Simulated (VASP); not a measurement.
# K3Na (Pm-3m) in VASP: notebook

The runs below take K3Na through single point, relaxation of cell and atoms, with LDA.

Everything below comes from runs of VASP 6.6.1. Logs are shortened: lines on timing, memory, paths and dates and some standing lists are left out, and cuts for length are marked.

### 1 The cell of the first run

Symmetry: Pm-3m, No. 221, cubic system. Conventional cell: a = 6.094 Å, b = 6.094 Å, c = 6.094 Å, α = 90.00°, β = 90.00°, γ = 90.00°. Within 5.7 Å of K (site symmetry 4/mmm) lie 8 K at 4.31 Å and 4 Na at 4.31 Å. Na (site symmetry m-3m) has 12 K at 4.31 Å within 5.7 Å.

### 2 Single point, LDA

Input file INCAR:

```
SYSTEM = K3Na
PREC = Accurate ; ENCUT = 520
EDIFF = 1E-6 ; ISMEAR = 1
SIGMA = 0.02 ; LREAL = .False.
LASPH = .True. ; NELM = 100
ALGO = Normal ; ISIF = 2
LWAVE = .False. ; LCHARG = .True.
LELF = .True. ; LVHAR = .True.
NBANDS = 25
```

Input file KPOINTS:

```
regular mesh
0
Gamma
  3 3 3
  0 0 0
```

Input file POSCAR:

```
K3Na
1.0
    6.0942726374      0.0000000000      0.0000000000
    0.0000000000      6.0942726374      0.0000000000
    0.0000000000      0.0000000000      6.0942726374
K Na
3 1
Direct
    0.0000000000      0.5000000000      0.5000000000
    0.5000000000      0.0000000000      0.5000000000
    0.5000000000      0.5000000000      0.0000000000
    0.0000000000      0.0000000000      0.0000000000
```

Potentials or basis: VASP PAW LDA potentials, release 64 (K_sv, Na_pv).

Run with:

```
cat potpaw_LDA.64/K_sv/POTCAR potpaw_LDA.64/Na_pv/POTCAR > POTCAR
mpirun -np 1 vasp_std > vasp.out
```

OUTCAR:

```text
SYSTEM = K3Na
   PREC = Accurate
   ENCUT = 520
   EDIFF = 1E-6
   ISMEAR = 1
   LREAL = .False.
   LASPH = .True.
   NELM = 100
   ISIF = 2

 ion  position               nearest neighbor table
   1  0.000  0.500  0.500-
   2  0.500  0.000  0.500-
   3  0.500  0.500  0.000-
   4  0.000  0.000  0.000-

  LATTYP: Found a simple cubic cell.
 ALAT       =     6.0942726374

  Lattice vectors:

 A1 = (   6.0942726374,   0.0000000000,   0.0000000000)
 A2 = (   0.0000000000,   6.0942726374,   0.0000000000)
 A3 = (   0.0000000000,   0.0000000000,   6.0942726374)

Analysis of symmetry for initial positions (statically):
=====================================================================
 Subroutine PRICEL returns:
 Original cell was already a primitive cell.

 Routine SETGRP: Setting up the symmetry group for a
 simple cubic supercell.

 Subroutine GETGRP returns: Found 48 space group operations
 (whereof 48 operations were pure point group operations)
 out of a pool of 48 trial point group operations.

The static configuration has the point symmetry O_h .

Analysis of symmetry for dynamics (positions and initial velocities):
=====================================================================
 Subroutine PRICEL returns:
 Original cell was already a primitive cell.

 Routine SETGRP: Setting up the symmetry group for a
 simple cubic supercell.

 Subroutine GETGRP returns: Found 48 space group operations
 (whereof 48 operations were pure point group operations)
 out of a pool of 48 trial point group operations.

The dynamic configuration has the point symmetry O_h .

 Subroutine INISYM returns: Found 48 space group operations
 (whereof 48 operations are pure point group operations),
 and found     1 'primitive' translations

----------------------------------------------------------------------------------------

                                     Primitive cell

  volume of cell :     226.3423

  direct lattice vectors                    reciprocal lattice vectors
     6.094272637  0.000000000  0.000000000     0.164088491  0.000000000  0.000000000
     0.000000000  6.094272637  0.000000000     0.000000000  0.164088491  0.000000000
     0.000000000  0.000000000  6.094272637     0.000000000  0.000000000  0.164088491

  length of vectors
     6.094272637  6.094272637  6.094272637     0.164088491  0.164088491  0.164088491

  position of ions in fractional coordinates (direct lattice)
     0.000000000  0.500000000  0.500000000
     0.500000000  0.000000000  0.500000000
     0.500000000  0.500000000  0.000000000
     0.000000000  0.000000000  0.000000000

  ion indices of the primitive-cell ions
   primitive index   ion index
                 1           1
                 2           2
                 3           3
                 4           4

----------------------------------------------------------------------------------------

 KPOINTS: regular mesh

Automatic generation of k-mesh.
 Grid dimensions read from file:
 generate k-points for:    3    3    3

 Generating k-lattice:

  Cartesian coordinates                     Fractional coordinates (reciprocal lattice)
     0.054696164  0.000000000  0.000000000     0.333333333  0.000000000  0.000000000
     0.000000000  0.054696164  0.000000000     0.000000000  0.333333333  0.000000000
     0.000000000  0.000000000  0.054696164     0.000000000  0.000000000  0.333333333

  Length of vectors
     0.054696164  0.054696164  0.054696164

  Shift w.r.t. Gamma in fractional coordinates (k-lattice)
     0.000000000  0.000000000  0.000000000

 Subroutine IBZKPT returns following result:
 ===========================================

 Found      4 irreducible k-points:

 Following reciprocal coordinates:
            Coordinates               Weight
  0.000000  0.000000  0.000000      1.000000
  0.333333  0.000000  0.000000      6.000000
  0.333333  0.333333  0.000000     12.000000
  0.333333  0.333333  0.333333      8.000000
   k-points           NKPTS =      4   k-points in BZ     NKDIM =      4   number of bands    NBANDS=     25
   number of dos      NEDOS =    301   number of ions     NIONS =      4
   total plane-waves  NPLWV = 110592
   dimension x,y,z NGX =    48 NGY =   48 NGZ =   48
   dimension x,y,z NGXF=    96 NGYF=   96 NGZF=   96
   ions per type =               3   1
   NGX,Y,Z   is equivalent  to a cutoff of  13.09, 13.09, 13.09 a.u.
   NGXF,Y,Z  is equivalent  to a cutoff of  26.19, 26.19, 26.19 a.u.
 SYSTEM =  K3Na
   PREC   = accura    normal or accurate (medium, high low for compatibility)
   ISTART =      0    job   : 0-new  1-cont  2-samecut
   ICHARG =      2    charge: 1-file 2-atom 10-const
   ISPIN  =      1    spin polarized calculation?
   LNONCOLLINEAR =      F non collinear calculations
   LSORBIT =      F    spin-orbit coupling
   LASPH  =      T    aspherical Exc in radial PAW
   ENCUT  =  520.0 eV  38.22 Ry    6.18 a.u.  11.33 11.33 11.33*2*pi/ulx,y,z
   NELM   =    100;   NELMIN=  2; NELMDL= -5     # of ELM steps
   EDIFF  = 0.1E-05   stopping-criterion for ELM
   LREAL  =      F    real-space projection
[... 7 lines left out ...]
   TEBEG  =    0.0;   TEEND  =   0.0 temperature during run
   PSTRESS=    0.0 pullay stress
   NELECT =      34.0000    total number of electrons
   NUPDOWN=      -1.0000    fix difference up-down
   EMIN   =  10.00;   EMAX   =-10.00  energy-range for DOS
   EFERMI =   0.00;   METHOD = LEGACY
   ISMEAR =     1;   SIGMA  =   0.02  broadening in eV -4-tet -1-fermi 0-gaus
   EFERMI_NEDOS =   21; number of points for ismear=-14 and -15
   IALGO  =     38    algorithm
   IMIX   =      4    mixing-type and parameters
     AMIX     =   0.40;   BMIX     =  1.00
     AMIX_MAG =   1.60;   BMIX_MAG =  1.00
  volume/ion in A,a.u.               =      56.59       381.86
  Fermi-wavevector in a.u.,A,eV,Ry     =   0.870254  1.644541 10.304259  0.757342
  Thomas-Fermi vector in A             =   1.989193
   LORBIT       =      0    0 simple, 1 ext, 2 COOP (PROOUT), +10 PAW based schemes
   GGA     = CA    functional components
   LHFCALC =     F    Hartree Fock is set to
   AEXX    =    0.0000 exact exchange contribution
   IVDW    =     0    specifies the selected vdW correction
   LEPSILON=     F    determine dielectric tensor
   LRPA    =     F    only Hartree local field effects (RPA)
 non-spin polarized calculation
 Methfessel and Paxton  Order N= 1 SIGMA  =   0.02
  energy-cutoff  :      520.00
  volume of cell :      226.34
 maximum number of plane-waves:      6110
 NGX is ok and might be reduce to    48
   NGX = 23   NGY = 23   NGZ = 23

 number of electron      33.9999998 magnetization

 Free energy of the ion-electron system (eV)
  ---------------------------------------------------
  ext. energy  EPLUGINS =         0.00000000
  ---------------------------------------------------
  free energy    TOTEN  =        -4.72757876 eV

  energy without entropy =       -4.72574492  energy(sigma->0) =       -4.72696748

 E-fermi :  -0.0896     XC(G=0):  -6.3592

 val. band max:       -0.0958395347   @ k =   0.3333   0.3333   0.0000
 cond. band min:       0.0573970342   @ k =   0.3333   0.3333   0.3333
 fundamental gap:      0.1532365688
 Fermi energy:        -0.0896086751

 k-point     1 :       0.0000    0.0000    0.0000
  band No.  band energies     occupation
      1     -31.6560      2.00000
      2     -31.6425      2.00000
      3     -31.6425      2.00000
      4     -25.0708      2.00000
      5     -25.0708      2.00000
      6     -25.0708      2.00000
[... 17 lines left out ...]
     24       2.6744      0.00000
     25       2.6744      0.00000

 k-point     2 :       0.3333    0.0000    0.0000
  band No.  band energies     occupation
      1     -31.6531      2.00000
      2     -31.6453      2.00000
      3     -31.6425      2.00000
      4     -25.0708      2.00000
      5     -25.0708      2.00000
      6     -25.0708      2.00000
[... 17 lines left out ...]
     24       2.9612      0.00000
     25       3.3128      0.00000

 k-point     3 :       0.3333    0.3333    0.0000
  band No.  band energies     occupation
      1     -31.6507      2.00000
      2     -31.6458      2.00000
      3     -31.6443      2.00000
      4     -25.0708      2.00000
      5     -25.0708      2.00000
      6     -25.0708      2.00000
[... 17 lines left out ...]
     24       2.9798      0.00000
     25       3.1773      0.00000

 k-point     4 :       0.3333    0.3333    0.3333
  band No.  band energies     occupation
      1     -31.6492      2.00000
      2     -31.6458      2.00000
      3     -31.6458      2.00000
      4     -25.0708      2.00000
      5     -25.0708      2.00000
      6     -25.0708      2.00000
[... 17 lines left out ...]
     24       3.7327      0.00000
     25       3.7344      0.00000

------------------------ aborting loop because EDIFF is reached ----------------------------------------

  FORCE on cell =-STRESS in cart. coord.  units (eV):
  Direction    XX          YY          ZZ          XY          YZ          ZX
  --------------------------------------------------------------------------------------
  -------------------------------------------------------------------------------------
  Total       -0.0608212     -0.0608212     -0.0608212      0.0000000     -0.0000000      0.0000000
  in kB       -0.4305267     -0.4305267     -0.4305267      0.0000000     -0.0000000      0.0000000
  external PRESSURE =      -0.4305267 kB  Pullay stress =       0.0000000 kB

 VOLUME and BASIS-vectors are now :
 -----------------------------------------------------------------------------
  energy-cutoff  :      520.00
  volume of cell :      226.34
      direct lattice vectors                 reciprocal lattice vectors
     6.094272637  0.000000000  0.000000000     0.164088491  0.000000000  0.000000000
     0.000000000  6.094272637  0.000000000     0.000000000  0.164088491  0.000000000
     0.000000000  0.000000000  6.094272637     0.000000000  0.000000000  0.164088491

 POSITION                                       TOTAL-FORCE (eV/Angst)
 -----------------------------------------------------------------------------------
      0.00000      3.04714      3.04714         0.000000      0.000000      0.000000
      3.04714      0.00000      3.04714         0.000000      0.000000      0.000000
      3.04714      3.04714      0.00000         0.000000      0.000000      0.000000
      0.00000      0.00000      0.00000         0.000000      0.000000      0.000000
 -----------------------------------------------------------------------------------
    total drift:                                0.000000     -0.000000     -0.000000

  FREE ENERGIE OF THE ION-ELECTRON SYSTEM (eV)
  ---------------------------------------------------
  free  energy   TOTEN  =        -4.7275787617 eV

  energy  without entropy=       -4.7257449203  energy(sigma->0) =       -4.72696748
```

Run time: 23 s. Hardware: 1 thread of Intel Xeon Platinum 8488C (Sapphire Rapids), shared host; peak memory 0.24 GiB.

What came out:

- Free energy: -4.7276 eV
- Pressure: 0.0 GPa
- Band gap on the k mesh: zero (band 17 reaches 0.60 eV, above the bottom of band 18 at -0.10 eV)

### 3 Relaxation of cell and atoms, LDA

This run uses another cell than the first one, of 64.60 Å³/atom, 1.142 times its volume.

Input file INCAR:

```
ALGO = Normal ; EDIFF = 1E-6
EDIFFG = -0.01 ; ENCUT = 600
IBRION = 2 ; ISIF = 3
ISMEAR = 1 ; LASPH = T
LCHARG = F ; LREAL = F
LWAVE = F ; NELM = 60
NSW = 80 ; PREC = Accurate
SIGMA = 0.02
```

Input file KPOINTS:

```
k-points
0
Gamma
  3 3 3
```

Input file POSCAR:

```
K3Na
1.0
    6.3693231400      0.0000000000      0.0000000000
    0.0000000000      6.3693231400      0.0000000000
    0.0000000000      0.0000000000      6.3693231400
K Na
3 1
Direct
    0.0000000000      0.5000000000      0.5000000000
    0.5000000000      0.0000000000      0.5000000000
    0.5000000000      0.5000000000      0.0000000000
    0.0000000000      0.0000000000      0.0000000000
```

Potentials or basis: VASP PAW LDA potentials, release 64 (K_sv, Na_pv).

Run with:

```
cat potpaw_LDA.64/K_sv/POTCAR potpaw_LDA.64/Na_pv/POTCAR > POTCAR
mpirun -np 1 vasp_std > vasp.out
```

Run time: 92 s. Hardware: 1 thread of Intel Xeon Platinum 8488C (Sapphire Rapids), shared host; peak memory 0.32 GiB.

Results (log left out):

```
Free energy                            : -4.7287 eV
Relaxed volume                         : 56.17 Å³/atom
Relaxed cell                           : a = 6.079 Å, b = 6.079 Å, c = 6.079 Å, α = 90.00°, β = 90.00°, γ = 90.00°
Space group after relaxing (to 0.05 Å) : Pm-3m (No. 221)
Energy gained by relaxing              : 15.6 meV/atom
Ionic steps                            : 4
Pressure after relaxing                : 0.0 GPa
Band gap on the k mesh                 : zero (band 17 reaches 0.61 eV, above the bottom of band 18 at -0.08 eV)
```

Step by step:
| step | energy change (eV) | largest force (eV/Å) | pressure (GPa) | volume (Å³) |
| --- | --- | --- | --- | --- |
| 1 | 0.0000 | 0.0000 | -0.54 | 258.39 |
| 2 | -0.0244 | 0.0000 | -0.44 | 250.40 |
| 3 | -0.0616 | 0.0000 | -0.07 | 228.21 |
| 4 | -0.0623 | 0.0000 | 0.01 | 224.66 |

Final structure:
```xyz
4
Lattice="6.0791 0.0000 0.0000 0.0000 6.0791 0.0000 0.0000 0.0000 6.0791" Properties=species:S:1:pos:R:3 pbc="T T T"
K     0.0000    3.0396    3.0396
K     3.0396    0.0000    3.0396
K     3.0396    3.0396    0.0000
Na    0.0000    0.0000    0.0000
```

Levels at points of the mesh, in eV from the Fermi level:
```csv
k point,band 13,band 14,band 15,band 16,band 17,band 18,band 19,band 20
"(0.00, 0.00, 0.00)",-15.23,-15.23,-15.23,-2.43,0.69,1.44,1.44,1.78
```
